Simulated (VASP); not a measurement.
Cu2Au: single point with PBEsol

Cu2Au:

```
CELL_PARAMETERS angstrom
0.00000 0.00000 -3.03960
-3.03960 0.00000 0.00000
1.51980 4.30450 1.51980
ATOMIC_POSITIONS crystal
Cu 0.65500 0.65500 0.31000
Cu 0.01167 0.01167 0.02333
Au 0.33333 0.33333 0.66667
```

```
Program                : VASP 6.6.1
Task                   : single point
Functional             : PBEsol
Potentials or basis    : VASP PAW PBE potentials, release 64 (Cu, Au)
Cutoff                 : 520 eV
k mesh                 : 14 × 14 × 14
Occupations            : gaussian, width 0.1 eV
Spin                   : no spin polarisation
Dipole correction      : no
Further INCAR settings : ALGO = Fast; EDIFF = 1e-07; NBANDS = 24
```

The pressure is -0.3 GPa and the largest force is 0.016 eV/Å. The band gap on the k mesh is zero (an odd number of electrons rules out a gap without spin polarisation).

Forces on the atoms (eV/Å):
```
Cu   0.000  0.016  0.000
Cu   0.000 -0.016  0.000
Au   0.000  0.000  0.000
```

Stress tensor (GPa, compression positive):
```
-0.24  0.00  0.00
 0.00 -0.34  0.00
 0.00  0.00 -0.24
```

Levels at points of the mesh, in eV from the Fermi level:
| k point | band 14 | band 15 | band 16 | band 17 | band 18 | band 19 |
| --- | --- | --- | --- | --- | --- | --- |
| (0.00, 0.00, 0.00) | -2.32 | -2.01 | -1.83 | 0.79 | 2.32 | 10.37 |
| (0.50, 0.00, 0.00) | -1.87 | -1.45 | -1.34 | -1.27 | -0.53 | 4.51 |
| (0.50, 0.50, 0.00) | -2.02 | -1.36 | -1.03 | 3.17 | 3.43 | 3.95 |
| (0.00, 0.00, 0.50) | -1.84 | -1.55 | -1.55 | -1.47 | 6.65 | 6.65 |

Wall time 2.3 min on 1 thread of Intel(R) Xeon(R) 6975P-C (Granite Rapids), with other jobs on the host, peak memory 0.32 GiB.

Caveat: the PAW data sets were made with another functional, which shifts forces and pressure a little; spin-orbit coupling is left out, which moves the levels of the heavy elements.
